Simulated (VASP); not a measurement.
Here is a VASP 6.6.1 calculation.

Contents of INCAR:

```
SYSTEM = Ni
PREC = Accurate
ENCUT = 520
EDIFF = 1E-6
ISMEAR = -1
SIGMA = 0.05
LREAL = .False.
LASPH = .True.
NELM = 150
ALGO = Normal
ISIF = 2
LWAVE = .False.
LCHARG = .True.
ISPIN = 2
MAGMOM = 1.8
LORBIT = 11
NUPDOWN = 1.8
LMAXMIX = 4
LDAU = .True.
LDAUTYPE = 2
LDAUL = 2
LDAUU = 6.2
LDAUJ = 0
LDAUPRINT = 1
GGA = PE
LELF = .True.
LVHAR = .True.
NBANDS = 15
```

The input KPOINTS:

```
Automatic mesh
0
Gamma
  12 12 12
  0 0 0
```

Contents of POSCAR:

```
Ni
1.0
    0.0000000000      1.7698700000      1.7698700000
    1.7698700000      0.0000000000      1.7698700000
    1.7698700000      1.7698700000      0.0000000000
Ni
1
Direct
    0.0000000000      0.0000000000      0.0000000000
```

Potentials or basis: VASP PAW PBE potentials, release 64 (Ni).

Command:

```sh
$ cat potpaw_PBE.64/Ni/POTCAR > POTCAR
$ mpirun -np 1 vasp_std > vasp.out
```

(1) What does it give for the pressure?

Answers

(1) 11.4 GPa.

Caveat: the total moment is fixed, so each spin has its own Fermi level; the U is typed as a test and isn't derived for this compound.
